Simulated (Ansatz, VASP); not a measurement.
**Cu2O in VASP and in Ansatz**

```
Cu O
1.0
     4.29824    0.00000    0.00000
     0.00000    4.29824    0.00000
     0.00000    0.00000    4.29824
Cu O
4 2
Cartesian
  1.0746 1.0746 1.0746
  1.0746 3.2237 3.2237
  3.2237 3.2237 1.0746
  3.2237 1.0746 3.2237
  0.0000 0.0000 0.0000
  2.1491 2.1491 2.1491
```

Alike in both runs: task single point; functional PBE; k mesh 8 × 8 × 8; occupations gaussian, width 0.02 eV; no spin polarisation.

|  | VASP | Ansatz |
| --- | --- | --- |
| version | VASP 6.6.1 | Ansatz 0.2.0 |
| potentials or method | VASP PAW PBE potentials, release 64 (Cu, O), cutoff 600 eV | scalar-relativistic, plane waves, PAW |
| valence electrons in the cell | 56 | 88 |

Ansatz gave:

```
gap on the k mesh at the Fermi level (eV) : 0.48
least direct gap on the mesh (eV)         : 0.48
pressure (GPa)                            : 0.0
```

Task: Which values does VASP return?

Result: gap on the k mesh at the Fermi level (eV): 0.48; least direct gap on the mesh (eV): 0.48; pressure (GPa): 0.6.

VASP's potentials hold 56 valence electrons a cell and Ansatz's 88, so a difference there can come from the potentials and not from the codes.
